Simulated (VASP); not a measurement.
Set up this calculation in VASP 6.6.1, as the native input.

```
Task                   : single point
Functional             : PBEsol
Potentials or basis    : VASP PAW PBE potentials, release 64 (Cd, Te)
Cutoff                 : 520 eV
k mesh                 : 6 × 6 × 6
Occupations            : gaussian, width 0.01 eV
Spin                   : no spin polarisation
Dipole correction      : no
Further INCAR settings : ALGO = Normal; EDIFF = 1e-06; NBANDS = 16
```

The structure of CdTe lies in POSCAR:

```
CdTe
1.0
    0.0000000000      3.2451441831      3.2451441831
    3.2451441831      0.0000000000      3.2451441831
    3.2451441831      3.2451441831      0.0000000000
Cd Te
1 1
Direct
    0.0000000000      0.0000000000      0.0000000000
    0.7500000000      0.7500000000      0.7500000000
```

These files were run (other wordings do the same):

INCAR

```
SYSTEM = CdTe
ALGO = Normal
EDIFF = 1E-6
ENCUT = 520
GGA = PS
ISIF = 2
ISMEAR = 0
LASPH = .TRUE.
LCHARG = .FALSE.
LREAL = .FALSE.
LWAVE = .FALSE.
NBANDS = 16
NELM = 100
PREC = Accurate
SIGMA = 0.01
```

KPOINTS

```
k-points
0
G
  6 6 6
  0 0 0
```

Potentials or basis: VASP PAW PBE potentials, release 64 (Cd, Te).

The run is started by

```bash
$ cat potpaw_PBE.64/Cd/POTCAR potpaw_PBE.64/Te/POTCAR > POTCAR
$ mpirun -np 1 vasp_std > vasp.out
```

Results of the run:

```yaml
Pressure: 0.2 GPa
Band_gap_on_the_k_mesh: 0.65 eV, direct
```

Caveat: the PAW data sets were made with another functional, which shifts forces and pressure a little; spin-orbit coupling is left out, which moves the levels of the heavy elements.

It took 16 s on 1 thread of Intel(R) Xeon(R) Platinum 8488C (Sapphire Rapids) (shared host), peak memory 0.2 GiB.
